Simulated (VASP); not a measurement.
A run of VASP 6.6.1:

The input INCAR:

```
SYSTEM = Ge
  PREC = Accurate
  ENCUT = 520
  EDIFF = 1E-6
  ISMEAR = 0
  SIGMA = 0.1
  LREAL = .FALSE.
  LASPH = .TRUE.
  NELM = 100
  ALGO = Normal
  ISIF = 2
  LWAVE = .FALSE.
  LCHARG = .TRUE.
  GGA = PS
  LELF = .TRUE.
  LVHAR = .TRUE.
  NBANDS = 21
```

Contents of KPOINTS:

```
Automatic mesh
0
G
  14 14 14
  0 0 0
```

The input POSCAR:

```
Ge
1.0
    0.0000000000      2.5353454726      2.5353454726
    2.5353454726      0.0000000000      2.5353454726
    2.5353454726      2.5353454726      0.0000000000
Ge
2
Direct
    0.5000000000      0.5000000000      0.5000000000
    0.7500000000      0.7500000000      0.7500000000
```

Potentials or basis: VASP PAW PBE potentials, release 64 (Ge_d).

The run is started by

```sh
$ cat potpaw_PBE.64/Ge_d/POTCAR > POTCAR
$ mpirun -np 1 vasp_std > vasp.out
```

Hardware: 1 thread of Intel Xeon 6975P-C, with other jobs on the host.

**Question.** Estimate the wall time of this run.

**Answer.** Wall time 43 s on 1 thread of Intel Xeon 6975P-C (shared host), peak memory 0.19 GiB. Counts: scf iterations 10, k points 104.
